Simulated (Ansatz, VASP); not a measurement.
**One calculation of I, two programs**

```
I
1.0
     0.00000    2.59721    2.59721
     2.59721    0.00000    2.59721
     2.59721    2.59721    0.00000
I
1
Direct
  0.00000 0.00000 0.00000
```

Alike in both runs: functional PBE; k mesh 13 × 13 × 13; occupations fermi-dirac, width 0.05 eV; no spin polarisation.

Ansatz relaxed the structure, and its values are those at the end. VASP's run is a single point on that final structure, the one shown.

|  | VASP | Ansatz |
| --- | --- | --- |
| version | VASP 6.6.1 | Ansatz 0.2.0 |
| potentials or method | VASP PAW PBE potentials, release 64 (I) | PAW with Ansatz's default frozen-core files, scalar-relativistic |
| plane-wave cutoff (eV) | 500 | 420 |
| valence electrons in the cell | 7 | 17 |

|  | VASP | Ansatz | Ansatz less VASP |
| --- | --- | --- | --- |
| pressure (GPa) | 0.0 | 0.0 | +0.05 |

VASP's potentials hold 7 valence electrons a cell and Ansatz's 17, so a difference there can come from the potentials and not from the codes.

Neither program's run includes spin-orbit coupling.
